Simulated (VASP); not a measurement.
# Se: relaxation of cell and atoms with PBEsol

The system is Se.

```xyz
1
Lattice="-1.3304 1.3304 1.3304 1.3304 -1.3304 1.3304 1.3304 1.3304 -1.3304" Properties=species:S:1:pos:R:3 pbc="T T T"
Se    0.0000    0.0000    0.0000
```

This isn't the form of Se at room conditions, which is trigonal, of chains.

| Property | Result |
| --- | --- |
| Program | VASP 6.6.1 |
| Task | relaxation of cell and atoms |
| Functional | PBEsol |
| Potentials or basis | VASP PAW PBE potentials, release 64 (Se) |
| Cutoff | 600 eV |
| k mesh | 20 × 20 × 20 |
| Occupations | fermi-dirac, width 0.08 eV |
| Spin | no spin polarisation |
| Target pressure | 290 GPa |
| Dipole correction | no |
| Further INCAR settings | ALGO = Normal; EDIFF = 1e-06; IBRION = 2; EDIFFG = -0.005; NSW = 32; ISIF = 3 |

The relaxed volume is 9.48 Å³/atom and the relaxed cell is a = 2.309 Å, b = 2.309 Å, c = 2.309 Å, α = 109.47°, β = 109.47°, γ = 109.47°. The space group after relaxing (to 0.1 Å) is Im-3m (No. 229), the energy change on relaxing (the run minimises the enthalpy) is -111.7 meV/atom and the ionic steps are 4. The pressure after relaxing is 290.0 GPa and the band gap on the k mesh is zero (bands 3 and 4 overlap by 19.56 eV).

The path:
| step | energy change (eV) | largest force (eV/Å) | pressure (GPa) | volume (Å³) |
| --- | --- | --- | --- | --- |
| 1 | 0.0000 | 0.0000 | 296.74 | 9.42 |
| 2 | -0.9227 | 0.0000 | 242.59 | 9.97 |
| 3 | -0.1154 | 0.0000 | 289.77 | 9.48 |
| 4 | -0.1117 | 0.0000 | 289.96 | 9.48 |

Final structure:
```
Se
1.0
    -1.33328    1.33328    1.33328
     1.33328   -1.33328    1.33328
     1.33328    1.33328   -1.33328
Se
1
Direct
  0.00000 0.00000 0.00000
```

Levels at points of the mesh, in eV from the Fermi level:
| k point | band 1 | band 2 | band 3 | band 4 | band 5 | band 6 | band 7 |
| --- | --- | --- | --- | --- | --- | --- | --- |
| (0.00, 0.00, 0.00) | -26.89 | 9.53 | 9.53 | 9.53 | 14.70 | 14.70 | 14.70 |
| (0.50, 0.00, 0.00) | -16.77 | -15.57 | 0.80 | 4.43 | 6.99 | 8.77 | 24.08 |
| (0.50, 0.50, 0.50) | -7.50 | -7.50 | -7.50 | -6.62 | -1.05 | -1.05 | 32.57 |

Wall time 57 s on 1 thread of Intel Xeon 8259CL, on a shared host, peak memory 0.14 GiB.

Caveat: the cell is relaxed towards a set pressure, so the run minimises the enthalpy, not the energy; the PAW data sets were made with another functional, which shifts forces and pressure a little.
